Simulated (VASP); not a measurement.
Wanted: the native input for a VASP 6.6.1 run.

* Task: single point
* Functional: PBE0
* Dispersion: D4
* Potentials or basis: VASP PAW PBE potentials, release 64 (Be)
* Cutoff: 520 eV
* k mesh: 11 × 11 × 11
* Occupations: fermi-dirac, width 0.01 eV
* Spin: no spin polarisation
* Dipole correction: no
* Grid for exact exchange (PRECFOCK): Normal
* Further INCAR settings: ALGO = Normal; EDIFF = 1e-06; NBANDS = 7
* Share of exact exchange: 0.25

Be:

```
Be
1.0
    -1.25312    1.25312    1.25312
     1.25312   -1.25312    1.25312
     1.25312    1.25312   -1.25312
Be
1
Direct
  0.00000 0.00000 0.00000
```

This isn't the form of Be at room conditions, which is hcp.

These files were run (other wordings do the same):

POSCAR

```
Be
1.0
   -1.2531209500      1.2531209500      1.2531209500
    1.2531209500     -1.2531209500      1.2531209500
    1.2531209500      1.2531209500     -1.2531209500
Be
1
Direct
    0.0000000000      0.0000000000      0.0000000000
```

INCAR.step1

```
PREC = Accurate
ENCUT = 520
EDIFF = 1E-5
ISMEAR = -1
SIGMA = 0.01
LREAL = False
LASPH = True
NELM = 120
ALGO = Normal
ISIF = 2
LWAVE = True
LCHARG = False
GGA = PE
NBANDS = 7
GGA_COMPAT = False
```

INCAR.step2

```
PREC = Accurate
ENCUT = 520
EDIFF = 1E-6
ISMEAR = -1
SIGMA = 0.01
LREAL = False
LASPH = True
NELM = 120
ALGO = Normal
ISIF = 2
LWAVE = False
LCHARG = False
GGA = PE
LHFCALC = True
AEXX = 0.25
PRECFOCK = Normal
IVDW = 13
ISTART = 1
NBANDS = 7
GGA_COMPAT = False
```

KPOINTS

```
Automatic mesh
0
Gamma
  11 11 11
```

Potentials or basis: VASP PAW PBE potentials, release 64 (Be).

Launch:

```sh
$ cat potpaw_PBE.64/Be/POTCAR > POTCAR
$ cp INCAR.step1 INCAR
$ mpirun -np 1 vasp_std > vasp.out
$ cp INCAR.step2 INCAR
$ mpirun -np 1 vasp_std > vasp.out
```

It gave:

```yaml
Pressure: -3.8 GPa
Band_gap_on_the_k_mesh: zero (bands 1 and 2 overlap by 6.14 eV)
Dispersion_energy_per_atom: -0.107 eV
```

Caveat: the cell stands under tension; the PAW data sets were made with another functional, which shifts forces and pressure a little.

Wall time 13 min on 1 thread of AMD EPYC 7R43 64-Core Processor (Zen 3), on a shared host, peak memory 0.09 GiB.
